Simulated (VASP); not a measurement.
Write the native input for VASP 6.6.1 that does the following.

| Quantity | Value |
| --- | --- |
| Task | single point |
| Functional | PBE |
| Potentials or basis | VASP PAW PBE potentials, release 64 (Mg, Cd, Te) |
| Cutoff | 520 eV |
| k mesh | 6 × 6 × 2 |
| Occupations | gaussian, width 0.02 eV |
| Spin | no spin polarisation |
| Dipole correction | no |
| Further INCAR settings | ALGO = Normal; EDIFF = 1e-06; NBANDS = 31 |

The structure of Mg3CdTe4 lies in POSCAR:

```
Mg3CdTe4
1.0
    4.6742004634      0.0000000000      0.0000000000
    0.0000000000      4.6742004634      0.0000000000
    0.0000000000      0.0000000000     13.1678905555
Mg Cd Te
3 1 4
Direct
    0.5000000000      0.5000000000      0.2520354508
    0.0000000000      0.0000000000      0.5000000000
    0.5000000000      0.5000000000      0.7479645492
    0.0000000000      0.0000000000      0.0000000000
    0.5000000000      0.0000000000      0.3760075177
    0.0000000000      0.5000000000      0.6239924823
    0.5000000000      0.0000000000      0.8711939551
    0.0000000000      0.5000000000      0.1288060449
```

This cell differs from its parent crystal: volume scaled by 1.03, then relaxed in part.

These files were run (other wordings do the same):

INCAR

```
ALGO = Normal
EDIFF = 1E-6
ENCUT = 520
GGA = PE
ISIF = 2
ISMEAR = 0
LASPH = True
LCHARG = True
LELF = True
LREAL = False
LVHAR = True
LWAVE = False
NBANDS = 31
NELM = 100
PREC = Accurate
SIGMA = 0.02
```

KPOINTS

```
k-points
0
Gamma
  6 6 2
```

Potentials or basis: VASP PAW PBE potentials, release 64 (Mg, Cd, Te).

Run with:

```sh
$ cat potpaw_PBE.64/Mg/POTCAR potpaw_PBE.64/Cd/POTCAR potpaw_PBE.64/Te/POTCAR > POTCAR
$ mpirun -np 1 vasp_std > vasp.out
```

Results of the run:

- Pressure: -0.9 GPa
- Largest force: 0.018 eV/Å
- Band gap on the k mesh: 1.66 eV, direct

Caveat: spin-orbit coupling is left out, which moves the levels of the heavy elements.

Run time: 3 min on 1 thread of Intel Xeon 6975P-C, with other jobs on the host, peak memory 0.46 GiB.
